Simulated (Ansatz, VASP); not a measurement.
# MgO: VASP beside Ansatz

```
Mg O
1.0
     0.00000    2.28201    2.28201
     2.28201    0.00000    2.28201
     2.28201    2.28201    0.00000
Mg O
1 1
Cartesian
  0.0000 0.0000 0.0000
  1.1410 1.1410 1.1410
```

Alike in both runs: task single point; functional r2SCAN; k mesh 6 × 6 × 6; occupations methfessel-paxton of order 1, width 0.5 eV; no spin polarisation.

```csv
,VASP,Ansatz
version,VASP 6.6.1,Ansatz 0.2.0
potentials or method,"VASP PAW PBE potentials, release 64 (Mg_sv, O)",plane waves
plane-wave cutoff (eV),660,500
valence electrons in the cell,16,16
```

|  | VASP | Ansatz | Ansatz less VASP |
| --- | --- | --- | --- |
| pressure (GPa) | -0.2 | 0.0 | +0.21 |

VASP's potentials were made for PBE, not for r2SCAN.
